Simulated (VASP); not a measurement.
The system is TiO.

```xyz
2
Lattice="3.0310 0.0000 0.0000 -1.5155 2.6249 0.0000 0.0000 0.0000 3.2377" Properties=species:S:1:pos:R:3 pbc="T T T"
Ti    1.5155    0.8750    0.0000
O     0.0000    0.0000    1.6188
```

Base run:

* Program: VASP 6.6.1
* Functional: PBEsol
* Potentials or basis: VASP PAW PBE potentials, release 64 (Ti_sv, O)
* Cutoff: 520 eV
* k mesh: 18 × 18 × 14
* Occupations: methfessel-paxton, width 0.01 eV
* Spin: no spin polarisation

Its results: pressure -40.3 GPa.

Task: The run is repeated on the same cell with these changes: occupations from methfessel-paxton, width 0.01 eV to gaussian, width 0.5 eV. What comes out?

Result: Pressure -39.7 GPa.

Caveats: the cell stands under tension; the PAW data sets were made with another functional, which shifts forces and pressure a little; so wide a smearing shifts energies and pressures (at least some runs).
